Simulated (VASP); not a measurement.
Wanted: the native input for a VASP 6.6.1 run.

- Task: single point
- Functional: PBE
- Potentials or basis: VASP PAW PBE potentials, release 64 (Se, Li_sv)
- Cutoff: 750 eV
- k mesh: 6 × 6 × 6
- Occupations: gaussian, width 0.01 eV
- Spin: no spin polarisation
- Dipole correction: no
- Further INCAR settings: ALGO = Normal; EDIFF = 1e-06; NBANDS = 13

The structure of Li2Se lies in POSCAR:

```
Li2Se
1.0
    0.0000000000      3.0331714809      3.0331714809
    3.0331714809      0.0000000000      3.0331714809
    3.0331714809      3.0331714809      0.0000000000
Se Li
1 2
Direct
    0.0000000000      0.0000000000      0.0000000000
    0.2500000000      0.2500000000      0.2500000000
    0.7500000000      0.7500000000      0.7500000000
```

This cell differs from its parent crystal: volume changed by +3%.

These files were run (other wordings do the same):

INCAR

```
PREC     = Accurate       # precision mode
ENCUT    = 750            # plane-wave cutoff, eV
EDIFF    = 1E-6           # SCF threshold, eV
ISMEAR   = 0              # smearing method
SIGMA    = 0.01           # smearing width, eV
LREAL    = False          # projectors in reciprocal space
LASPH    = True           # aspherical terms in the spheres
NELM     = 120            # most SCF steps
ALGO     = Normal         # electronic algorithm
ISIF     = 2              # what is computed and relaxed
LWAVE    = False          # write WAVECAR
LCHARG   = True           # write CHGCAR
GGA      = PE             # functional
LELF     = True           # ELF
LVHAR    = True         
NBANDS   = 13             # bands
GGA_COMPAT= False
```

KPOINTS

```
Automatic mesh
0
Gamma
  6 6 6
```

Potentials or basis: VASP PAW PBE potentials, release 64 (Se, Li_sv).

Launch:

```bash
$ cat potpaw_PBE.64/Se/POTCAR potpaw_PBE.64/Li_sv/POTCAR > POTCAR
$ mpirun -np 1 vasp_std > vasp.out
```

It gave:

* Pressure: -1.0 GPa
* Band gap on the k mesh: 3.00 eV, indirect (least direct gap 3.26 eV)

Wall time 18 s on 1 thread of Intel(R) Xeon(R) Platinum 8559C (Emerald Rapids), on a shared host, peak memory 0.23 GiB.
